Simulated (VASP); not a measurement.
# Al (Fm-3m) in VASP: further runs

Runs on Al. Level: PBE. Tasks: single point.

All numbers are computed with VASP 6.6.1; they aren't measurements. Logs are shortened: lines on timing, memory, paths and dates and some standing lists are left out, and cuts for length are marked.

## (1) The cell of the first run

It takes space group Fm-3m (No. 225, cubic). The conventional cell has a = 4.050 Å, b = 4.050 Å, c = 4.050 Å, α = 90.00°, β = 90.00°, γ = 90.00°. Al (site symmetry m-3m) has 12 Al at 2.86 Å within 3.8 Å.

## (2) Single point, PBE

INCAR reads:

```
  PREC = Accurate
  ENCUT = 520
  EDIFF = 1E-7
  ISMEAR = 0
  SIGMA = 0.1
  LREAL = F
  LASPH = T
  NELM = 100
  ALGO = Normal
  ISIF = 2
  LWAVE = F
  LCHARG = F
  GGA = PE
  NBANDS = 8
```

KPOINTS reads:

```
Automatic mesh
0
Gamma
  10 10 10
```

POSCAR reads:

```
Al
1.0
    0.0000000000      2.0248050000      2.0248050000
    2.0248050000      0.0000000000      2.0248050000
    2.0248050000      2.0248050000      0.0000000000
Al
1
Direct
    0.0000000000      0.0000000000      0.0000000000
```

Potentials or basis: VASP PAW PBE potentials, release 64 (Al).

Command:

```sh
cat potpaw_PBE.64/Al/POTCAR > POTCAR
mpirun -np 1 vasp_std > vasp.out
```

OUTCAR:

```text
PREC = Accurate
   ENCUT = 520
   EDIFF = 1E-7
   ISMEAR = 0
   LREAL = F
   LASPH = T
   NELM = 100
   ISIF = 2
   GGA = PE

 ion  position               nearest neighbor table
   1  0.000  0.000  0.000-

  LATTYP: Found a face centered cubic cell.
 ALAT       =     4.0496100000

  Lattice vectors:

 A1 = (   0.0000000000,   2.0248050000,   2.0248050000)
 A2 = (   2.0248050000,   0.0000000000,   2.0248050000)
 A3 = (   2.0248050000,   2.0248050000,   0.0000000000)

Analysis of symmetry for initial positions (statically):
=====================================================================
 Subroutine PRICEL returns:
 Original cell was already a primitive cell.

 Routine SETGRP: Setting up the symmetry group for a
 face centered cubic supercell.

 Subroutine GETGRP returns: Found 48 space group operations
 (whereof 48 operations were pure point group operations)
 out of a pool of 48 trial point group operations.

The static configuration has the point symmetry O_h .

Analysis of symmetry for dynamics (positions and initial velocities):
=====================================================================
 Subroutine PRICEL returns:
 Original cell was already a primitive cell.

 Routine SETGRP: Setting up the symmetry group for a
 face centered cubic supercell.

 Subroutine GETGRP returns: Found 48 space group operations
 (whereof 48 operations were pure point group operations)
 out of a pool of 48 trial point group operations.

The dynamic configuration has the point symmetry O_h .

 Subroutine INISYM returns: Found 48 space group operations
 (whereof 48 operations are pure point group operations),
 and found     1 'primitive' translations

----------------------------------------------------------------------------------------

                                     Primitive cell

  volume of cell :      16.6027

  direct lattice vectors                    reciprocal lattice vectors
     0.000000000  2.024805000  2.024805000    -0.246937359  0.246937359  0.246937359
     2.024805000  0.000000000  2.024805000     0.246937359 -0.246937359  0.246937359
     2.024805000  2.024805000  0.000000000     0.246937359  0.246937359 -0.246937359

  length of vectors
     2.863506692  2.863506692  2.863506692     0.427708053  0.427708053  0.427708053

  position of ions in fractional coordinates (direct lattice)
     0.000000000  0.000000000  0.000000000

  ion indices of the primitive-cell ions
   primitive index   ion index
                 1           1

----------------------------------------------------------------------------------------

 KPOINTS: Automatic mesh

Automatic generation of k-mesh.
 Grid dimensions read from file:
 generate k-points for:   10   10   10

 Generating k-lattice:

  Cartesian coordinates                     Fractional coordinates (reciprocal lattice)
    -0.024693736  0.024693736  0.024693736     0.100000000  0.000000000  0.000000000
     0.024693736 -0.024693736  0.024693736     0.000000000  0.100000000  0.000000000
     0.024693736  0.024693736 -0.024693736     0.000000000  0.000000000  0.100000000

  Length of vectors
     0.042770805  0.042770805  0.042770805

  Shift w.r.t. Gamma in fractional coordinates (k-lattice)
     0.000000000  0.000000000  0.000000000

 Subroutine IBZKPT returns following result:
 ===========================================

 Found     47 irreducible k-points:

 Following reciprocal coordinates:
            Coordinates               Weight
  0.000000  0.000000  0.000000      1.000000
  0.100000  0.000000  0.000000      8.000000
  0.200000  0.000000  0.000000      8.000000
  0.300000  0.000000  0.000000      8.000000
  0.400000  0.000000  0.000000      8.000000
  0.500000  0.000000  0.000000      4.000000
[... 16 lines left out ...]
  0.300000  0.300000  0.000000      6.000000
  0.400000  0.300000  0.000000     24.000000
 [... further k-points ...]
   k-points           NKPTS =     47   k-points in BZ     NKDIM =     47   number of bands    NBANDS=      8
   number of dos      NEDOS =    301   number of ions     NIONS =      1
   total plane-waves  NPLWV =  13824
   dimension x,y,z NGX =    24 NGY =   24 NGZ =   24
   dimension x,y,z NGXF=    48 NGYF=   48 NGZF=   48
   ions per type =               1
   NGX,Y,Z   is equivalent  to a cutoff of  13.93, 13.93, 13.93 a.u.
   NGXF,Y,Z  is equivalent  to a cutoff of  27.87, 27.87, 27.87 a.u.
 SYSTEM =  unknown system
   PREC   = accura    normal or accurate (medium, high low for compatibility)
   ISTART =      0    job   : 0-new  1-cont  2-samecut
   ICHARG =      2    charge: 1-file 2-atom 10-const
   ISPIN  =      1    spin polarized calculation?
   LNONCOLLINEAR =      F non collinear calculations
   LSORBIT =      F    spin-orbit coupling
   LASPH  =      T    aspherical Exc in radial PAW
   ENCUT  =  520.0 eV  38.22 Ry    6.18 a.u.   5.32  5.32  5.32*2*pi/ulx,y,z
   NELM   =    100;   NELMIN=  2; NELMDL= -5     # of ELM steps
   EDIFF  = 0.1E-06   stopping-criterion for ELM
   LREAL  =      F    real-space projection
   EDIFFG = 0.1E-05   stopping-criterion for IOM
   NSW    =      0    number of steps for IOM
   IBRION =     -1    ionic relax: 0-MD 1-quasi-New 2-CG
   NFREE  =      0    steps in history (QN), initial steepest desc. (CG)
   ISIF   =      2    stress and relaxation
   ISYM   =      2    0-nonsym 1-usesym 2-fastsym
   POTIM  = 0.5000    time-step for ionic-motion
   TEBEG  =    0.0;   TEEND  =   0.0 temperature during run
   PSTRESS=    0.0 pullay stress
   NELECT =       3.0000    total number of electrons
   NUPDOWN=      -1.0000    fix difference up-down
   EMIN   =  10.00;   EMAX   =-10.00  energy-range for DOS
   EFERMI =   0.00;   METHOD = LEGACY
   ISMEAR =     0;   SIGMA  =   0.10  broadening in eV -4-tet -1-fermi 0-gaus
   EFERMI_NEDOS =   21; number of points for ismear=-14 and -15
   IALGO  =     38    algorithm
   IMIX   =      4    mixing-type and parameters
     AMIX     =   0.40;   BMIX     =  1.00
     AMIX_MAG =   1.60;   BMIX_MAG =  1.00
  volume/ion in A,a.u.               =      16.60       112.04
  Fermi-wavevector in a.u.,A,eV,Ry     =   0.925526  1.748991 11.654733  0.856599
  Thomas-Fermi vector in A             =   2.051390
   LORBIT       =      0    0 simple, 1 ext, 2 COOP (PROOUT), +10 PAW based schemes
   GGA     = PE    functional components
   LHFCALC =     F    Hartree Fock is set to
   AEXX    =    0.0000 exact exchange contribution
   IVDW    =     0    specifies the selected vdW correction
   LEPSILON=     F    determine dielectric tensor
   LRPA    =     F    only Hartree local field effects (RPA)
 non-spin polarized calculation
 Gauss-broadening in eV      SIGMA  =   0.10
  energy-cutoff  :      520.00
  volume of cell :       16.60
 maximum number of plane-waves:       459
 NGX is ok and might be reduce to    24
   NGX = 11   NGY = 11   NGZ = 11

 number of electron       3.0000000 magnetization

 Free energy of the ion-electron system (eV)
  ---------------------------------------------------
  ext. energy  EPLUGINS =         0.00000000
  ---------------------------------------------------
  free energy    TOTEN  =        -3.72765695 eV

  energy without entropy =       -3.72232330  energy(sigma->0) =       -3.72499012

 E-fermi :   8.0701     XC(G=0): -10.1750

 val. band max:        8.0632667022   @ k =  -0.4000   0.4000   0.1000
 cond. band min:       8.1241075438   @ k =  -0.3000   0.4000   0.1000
 fundamental gap:      0.0608408416
 Fermi energy:         8.0700998229

 k-point     1 :       0.0000    0.0000    0.0000
  band No.  band energies     occupation
      1      -3.1570      2.00000
      2      20.5192      0.00000
      3      20.5192      0.00000
      4      20.5192      0.00000
      5      21.9636      0.00000
      6      21.9636      0.00000
      7      21.9636      0.00000
      8      24.3548      0.00000

 k-point     2 :       0.1000    0.0000    0.0000
  band No.  band energies     occupation
      1      -2.8864      2.00000
      2      17.2310      0.00000
      3      19.7865      0.00000
      4      19.7865      0.00000
      5      22.6355      0.00000
      6      23.1001      0.00000
      7      23.1001      0.00000
      8      26.0027      0.00000

 k-point     3 :       0.2000    0.0000    0.0000
  band No.  band energies     occupation
      1      -2.0777      2.00000
      2      13.2486      0.00000
      3      19.0273      0.00000
      4      19.0273      0.00000
      5      22.3536      0.00000
      6      23.5131      0.00000
      7      23.5131      0.00000
      8      25.5987      0.00000

 k-point     4 :       0.3000    0.0000    0.0000
  band No.  band energies     occupation
      1      -0.7400      2.00000
      2       9.5673      0.00000
      3      18.6763      0.00000
      4      18.6763      0.00000
      5      21.7704      0.00000
      6      21.7704      0.00000
      7      22.1852      0.00000
      8      25.7482      0.00000

 k-point     5 :       0.4000    0.0000    0.0000
  band No.  band energies     occupation
      1       1.1123      2.00000
      2       6.2930      2.00000
      3      18.7711      0.00000
      4      18.7711      0.00000
      5      20.3282      0.00000
      6      20.3282      0.00000
      7      22.4000      0.00000
      8      24.2156      0.00000
[... 177 lines left out ...]
 k-point    22 :      -0.2000    0.2000    0.0000
  band No.  band energies     occupation
      1      -0.2969      2.00000
      2      11.0027      0.00000
      3      12.4692      0.00000
      4      19.0666      0.00000
      5      21.0851      0.00000
      6      23.3102      0.00000
      7      24.2930      0.00000
      8      25.2843      0.00000

 k-point    23 :       0.3000    0.3000    0.0000
  band No.  band energies     occupation
      1       0.0558      2.00000
      2      13.7993      0.00000
      3      14.6096      0.00000
      4      14.7281      0.00000
      5      14.7281      0.00000
      6      18.2171      0.00000
      7      30.1793      0.00000
      8      31.2916      0.00000

 k-point    24 :       0.4000    0.3000    0.0000
  band No.  band energies     occupation
      1       1.3710      2.00000
      2      11.3711      0.00000
      3      11.8002      0.00000
      4      14.3457      0.00000
      5      15.6526      0.00000
      6      19.2010      0.00000
      7      29.4658      0.00000
      8      31.6892      0.00000

 [... further k-points ...]
[... 5 lines left out ...]
  --------------------------------------------------------------------------------------
  -------------------------------------------------------------------------------------
  Total       -0.0620259     -0.0620259     -0.0620259      0.0000000      0.0000000     -0.0000000
  in kB       -5.9855488     -5.9855488     -5.9855488      0.0000000      0.0000000     -0.0000000
  external PRESSURE =      -5.9855488 kB  Pullay stress =       0.0000000 kB

 VOLUME and BASIS-vectors are now :
 -----------------------------------------------------------------------------
  energy-cutoff  :      520.00
  volume of cell :       16.60
      direct lattice vectors                 reciprocal lattice vectors
     0.000000000  2.024805000  2.024805000    -0.246937359  0.246937359  0.246937359
     2.024805000  0.000000000  2.024805000     0.246937359 -0.246937359  0.246937359
     2.024805000  2.024805000  0.000000000     0.246937359  0.246937359 -0.246937359

 POSITION                                       TOTAL-FORCE (eV/Angst)
 -----------------------------------------------------------------------------------
      0.00000      0.00000      0.00000         0.000000      0.000000     -0.000000
 -----------------------------------------------------------------------------------
    total drift:                               -0.000000      0.000000      0.000000

  FREE ENERGIE OF THE ION-ELECTRON SYSTEM (eV)
  ---------------------------------------------------
  free  energy   TOTEN  =        -3.7276569498 eV

  energy  without entropy=       -3.7223232962  energy(sigma->0) =       -3.72499012
```

It took 2.3 s on 1 thread of Intel Xeon 6975P-C (Granite Rapids), shared host; peak memory 0.12 GiB.

Results:

- Free energy: -3.7277 eV
- Pressure: -0.6 GPa

## (3) Single point, PBE

This run uses another cell than the first one, of 17.02 Å³/atom, 1.025 times its volume.

INCAR reads:

```
ALGO = Normal
EDIFF = 1E-7
ENCUT = 520
GGA = PE
ISIF = 2
ISMEAR = 0
LASPH = T
LCHARG = F
LREAL = F
LWAVE = F
NBANDS = 8
NELM = 60
PREC = Accurate
SIGMA = 0.1
```

KPOINTS reads:

```
k-points
0
Gamma
  10 10 10
```

POSCAR reads:

```
Al
1.0
    0.0000000000      2.0415396845      2.0415396845
    2.0415396845      0.0000000000      2.0415396845
    2.0415396845      2.0415396845      0.0000000000
Al
1
Direct
    0.0000000000      0.0000000000      0.0000000000
```

Potentials or basis: VASP PAW PBE potentials, release 64 (Al).

Command:

```sh
cat potpaw_PBE.64/Al/POTCAR > POTCAR
mpirun -np 1 vasp_std > vasp.out
```

OUTCAR:

```text
EDIFF = 1E-7
   ENCUT = 520
   GGA = PE
   ISIF = 2
   ISMEAR = 0
   LASPH = T
   LREAL = F
   NELM = 60
   PREC = Accurate

 ion  position               nearest neighbor table
   1  0.000  0.000  0.000-

  LATTYP: Found a face centered cubic cell.
 ALAT       =     4.0830793690

  Lattice vectors:

 A1 = (   0.0000000000,   2.0415396845,   2.0415396845)
 A2 = (   2.0415396845,   0.0000000000,   2.0415396845)
 A3 = (   2.0415396845,   2.0415396845,   0.0000000000)

Analysis of symmetry for initial positions (statically):
=====================================================================
 Subroutine PRICEL returns:
 Original cell was already a primitive cell.

 Routine SETGRP: Setting up the symmetry group for a
 face centered cubic supercell.

 Subroutine GETGRP returns: Found 48 space group operations
 (whereof 48 operations were pure point group operations)
 out of a pool of 48 trial point group operations.

The static configuration has the point symmetry O_h .

Analysis of symmetry for dynamics (positions and initial velocities):
=====================================================================
 Subroutine PRICEL returns:
 Original cell was already a primitive cell.

 Routine SETGRP: Setting up the symmetry group for a
 face centered cubic supercell.

 Subroutine GETGRP returns: Found 48 space group operations
 (whereof 48 operations were pure point group operations)
 out of a pool of 48 trial point group operations.

The dynamic configuration has the point symmetry O_h .

 Subroutine INISYM returns: Found 48 space group operations
 (whereof 48 operations are pure point group operations),
 and found     1 'primitive' translations

----------------------------------------------------------------------------------------

                                     Primitive cell

  volume of cell :      17.0178

  direct lattice vectors                    reciprocal lattice vectors
[... 102 lines left out ...]
   IALGO  =     38    algorithm
   IMIX   =      4    mixing-type and parameters
     AMIX     =   0.40;   BMIX     =  1.00
     AMIX_MAG =   1.60;   BMIX_MAG =  1.00
  volume/ion in A,a.u.               =      17.02       114.84
  Fermi-wavevector in a.u.,A,eV,Ry     =   0.917940  1.734654 11.464447  0.842613
  Thomas-Fermi vector in A             =   2.042965
   LORBIT       =      0    0 simple, 1 ext, 2 COOP (PROOUT), +10 PAW based schemes
   GGA     = PE    functional components
   LHFCALC =     F    Hartree Fock is set to
   AEXX    =    0.0000 exact exchange contribution
   IVDW    =     0    specifies the selected vdW correction
   LEPSILON=     F    determine dielectric tensor
   LRPA    =     F    only Hartree local field effects (RPA)
 non-spin polarized calculation
 Gauss-broadening in eV      SIGMA  =   0.10
  energy-cutoff  :      520.00
  volume of cell :       17.02
 maximum number of plane-waves:       471
 NGX is ok and might be reduce to    24
   NGX = 11   NGY = 11   NGZ = 11

 number of electron       3.0000000 magnetization

 Free energy of the ion-electron system (eV)
  ---------------------------------------------------
  ext. energy  EPLUGINS =         0.00000000
  ---------------------------------------------------
  free energy    TOTEN  =        -3.72407971 eV

  energy without entropy =       -3.71849658  energy(sigma->0) =       -3.72128815

 E-fermi :   7.8205     XC(G=0): -10.0859

 val. band max:        7.7743728666   @ k =  -0.3000   0.5000   0.2000
 cond. band min:       7.8332295353   @ k =  -0.3000   0.4000   0.1000
 fundamental gap:      0.0588566688
 Fermi energy:         7.8205116314

 k-point     1 :       0.0000    0.0000    0.0000
  band No.  band energies     occupation
      1      -3.2419      2.00000
      2      20.1298      0.00000
      3      20.1298      0.00000
      4      20.1298      0.00000
      5      21.3909      0.00000
      6      21.3909      0.00000
      7      21.3909      0.00000
      8      23.9235      0.00000
[... 243 lines left out ...]
 k-point    24 :       0.4000    0.3000    0.0000
  band No.  band energies     occupation
      1       1.2155      2.00000
      2      11.0892      0.00000
      3      11.4697      0.00000
      4      13.9687      0.00000
      5      15.2916      0.00000
      6      18.7137      0.00000
      7      28.8891      0.00000
      8      31.0408      0.00000

 [... further k-points ...]
[... 5 lines left out ...]
  --------------------------------------------------------------------------------------
  -------------------------------------------------------------------------------------
  Total       -0.2268266     -0.2268266     -0.2268266     -0.0000000      0.0000000     -0.0000000
  in kB      -21.3550792    -21.3550792    -21.3550792     -0.0000000      0.0000000     -0.0000000
  external PRESSURE =     -21.3550792 kB  Pullay stress =       0.0000000 kB

 VOLUME and BASIS-vectors are now :
 -----------------------------------------------------------------------------
  energy-cutoff  :      520.00
  volume of cell :       17.02
      direct lattice vectors                 reciprocal lattice vectors
     0.000000000  2.041539685  2.041539685    -0.244913192  0.244913192  0.244913192
     2.041539685  0.000000000  2.041539685     0.244913192 -0.244913192  0.244913192
     2.041539685  2.041539685  0.000000000     0.244913192  0.244913192 -0.244913192

 POSITION                                       TOTAL-FORCE (eV/Angst)
 -----------------------------------------------------------------------------------
      0.00000      0.00000      0.00000         0.000000      0.000000     -0.000000
 -----------------------------------------------------------------------------------
    total drift:                               -0.000000      0.000000      0.000000

  FREE ENERGIE OF THE ION-ELECTRON SYSTEM (eV)
  ---------------------------------------------------
  free  energy   TOTEN  =        -3.7240797102 eV

  energy  without entropy=       -3.7184965828  energy(sigma->0) =       -3.72128815
```

OSZICAR:

```text
N       E                     dE             d eps       ncg     rms          rms(c)
DAV:   1    -0.235738700252E+01   -0.23574E+01   -0.80786E+02   752   0.197E+02
DAV:   2    -0.373965284223E+01   -0.13823E+01   -0.13600E+01  1032   0.188E+01
DAV:   3    -0.374642595978E+01   -0.67731E-02   -0.67654E-02   960   0.140E+00
DAV:   4    -0.374645277904E+01   -0.26819E-04   -0.26820E-04  1216   0.803E-02
DAV:   5    -0.374645280315E+01   -0.24116E-07   -0.23254E-07   920   0.134E-03    0.125E+00
DAV:   6    -0.373346009672E+01    0.12993E-01   -0.18799E-03   976   0.204E-01    0.725E-01
DAV:   7    -0.372408869706E+01    0.93714E-02   -0.55234E-03   944   0.328E-01    0.140E-01
DAV:   8    -0.372408163812E+01    0.70589E-05   -0.14258E-05  1136   0.269E-02    0.701E-03
DAV:   9    -0.372408018513E+01    0.14530E-05   -0.93779E-07   952   0.408E-03    0.716E-04
DAV:  10    -0.372407976577E+01    0.41936E-06   -0.44940E-09  1120   0.446E-04    0.143E-04
DAV:  11    -0.372407971023E+01    0.55538E-07   -0.22806E-10   584   0.848E-05
   1 F= -.37240797E+01 E0= -.37212881E+01  d E =-.558313E-02
```

stdout:

```text
POSCAR found type information on POSCAR Al
 POSCAR found :  1 types and       1 ions
 scaLAPACK will be used
 LDA part: xc-table for (Slater+PW92), standard interpolation
 POSCAR, INCAR and KPOINTS ok, starting setup
 FFT: planning ... GRIDC
 FFT: planning ... GRID_SOFT
 FFT: planning ... GRID
 WAVECAR not read
 entering main loop
```

Run time: 2.4 s. Hardware: 1 thread of Intel Xeon 6975P-C (Granite Rapids), shared host; peak memory 0.12 GiB.

What came out:

| Quantity | Value |
| --- | --- |
| Free energy | -3.7241 eV |
| Pressure | -2.1 GPa |

Levels at points of the mesh, in eV from the Fermi level:
```
           k point  band 1  band 2  band 3  band 4
(0.00, 0.00, 0.00)  -11.06   12.31   12.31   12.31
(0.50, 0.00, 0.00)   -4.61   -4.48   10.94   10.94
(0.50, 0.50, 0.00)   -2.99   -1.74    5.11    5.31
```

(Part 1 of 2 ends here.)
